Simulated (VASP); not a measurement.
A run of VASP 6.6.1 is set up as follows.

File INCAR:

```
SYSTEM = TePb
PREC = Accurate
ENCUT = 520
EDIFF = 1E-6
ISMEAR = -1
SIGMA = 0.02
LREAL = .FALSE.
LASPH = .TRUE.
NELM = 100
ALGO = Normal
ISIF = 2
LWAVE = .FALSE.
LCHARG = .TRUE.
LDIPOL = .TRUE.
IDIPOL = 3
DIPOL = 0.5 0.5 0.500
LELF = .TRUE.
LVHAR = .TRUE.
LVACPOTAV = .TRUE.
NBANDS = 39
```

The input KPOINTS:

```
regular mesh
0
G
  7 7 1
  0 0 0
```

POSCAR

```
TePb
1.0
    4.5118842632      0.0000000000      0.0000000000
    0.0000000000      4.5118842632      0.0000000000
    0.0000000000      0.0000000000     22.3808000000
Pb Te
3 3
Direct
    0.2500000000      0.2500000000      0.3636661430
    0.7500000000      0.7500000000      0.5000020449
    0.2500000000      0.2500000000      0.6363342690
    0.7500000000      0.7500000000      0.3593276165
    0.2500000000      0.2500000000      0.4999985222
    0.7500000000      0.7500000000      0.6406714044
```

Potentials or basis: VASP PAW LDA potentials, release 64 (Pb_d, Te).

Run with:

```console
$ cat potpaw_LDA.64/Pb_d/POTCAR potpaw_LDA.64/Te/POTCAR > POTCAR
$ mpirun -np 1 vasp_std > vasp.out
```

What does it give for the largest force?

0.012 eV/Å.

Estimate the band gap on the k mesh.

0.93 eV.

Forces in eV/Å, atoms in the order of the input:
```
Pb   0.000  0.000 -0.012
Pb   0.000  0.000  0.000
Pb   0.000  0.000  0.012
Te   0.000  0.000 -0.007
Te   0.000  0.000  0.000
Te   0.000  0.000  0.007
```

Caveat: spin-orbit coupling is left out, which moves the levels of the heavy elements.
